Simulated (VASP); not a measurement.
# AlCu: single point with PBEsol

Crystal: AlCu.

```
CELL_PARAMETERS angstrom
2.99751 0.01499 0.00000
0.01499 2.99751 0.00000
0.00000 0.00000 2.99751
ATOMIC_POSITIONS crystal
Al 0.00000 0.00000 0.00000
Cu 0.50000 0.50000 0.50000
```

This cell differs from its parent crystal: strain +0.0100 x Voigt [0, 0, 0, 0, 0, 1].

- Program: VASP 6.6.1
- Task: single point
- Functional: PBEsol
- Potentials or basis: VASP PAW PBE potentials, release 64 (Al, Cu)
- Cutoff: 520 eV
- k mesh: 16 × 16 × 16
- Occupations: gaussian, width 0.15 eV
- Spin: no spin polarisation
- Dipole correction: no
- Further INCAR settings: ALGO = Fast; EDIFF = 1e-06; NBANDS = 14

* Pressure: -4.5 GPa
* Band gap on the k mesh: zero (band 7 reaches 12.75 eV, above the bottom of band 8 at 8.11 eV)

Stress tensor (GPa, compression positive):
```
-4.49 -0.28  0.00
-0.28 -4.49  0.00
 0.00  0.00 -4.51
```

Levels at points of the mesh, in eV from the Fermi level:
| k point | band 3 | band 4 | band 5 | band 6 | band 7 | band 8 | band 9 | band 10 | band 11 | band 12 |
| --- | --- | --- | --- | --- | --- | --- | --- | --- | --- | --- |
| (0.00, 0.00, 0.00) | -4.88 | -3.88 | -3.87 | -3.86 | 3.79 | 3.83 | 3.87 | 6.32 | 6.32 | 9.99 |
| (0.50, 0.00, 0.00) | -4.61 | -4.30 | -4.30 | -3.82 | -3.13 | 7.20 | 8.05 | 8.06 | 8.49 | 8.50 |
| (0.50, 0.50, 0.00) | -4.20 | -4.19 | -3.77 | -3.64 | -3.49 | -0.85 | -0.12 | 10.11 | 12.78 | 12.89 |
| (0.00, 0.00, 0.50) | -4.61 | -4.32 | -4.29 | -3.82 | -3.13 | 7.21 | 8.01 | 8.10 | 8.49 | 8.51 |
| (0.50, 0.00, 0.50) | -4.20 | -4.20 | -3.71 | -3.71 | -3.49 | -0.84 | -0.13 | 10.10 | 12.82 | 12.83 |
| (0.50, 0.50, 0.50) | -5.42 | -3.47 | -3.47 | 0.69 | 0.74 | 0.81 | 1.83 | 2.14 | 2.19 | 2.25 |

Run time: 3.4 min on 1 thread of Intel(R) Xeon(R) Platinum 8488C (Sapphire Rapids), with other jobs on the host, peak memory 0.35 GiB.

Caveat: the cell differs from its parent crystal (strain +0.0100 x Voigt [0, 0, 0, 0, 0, 1]); the PAW data sets were made with another functional, which shifts forces and pressure a little.
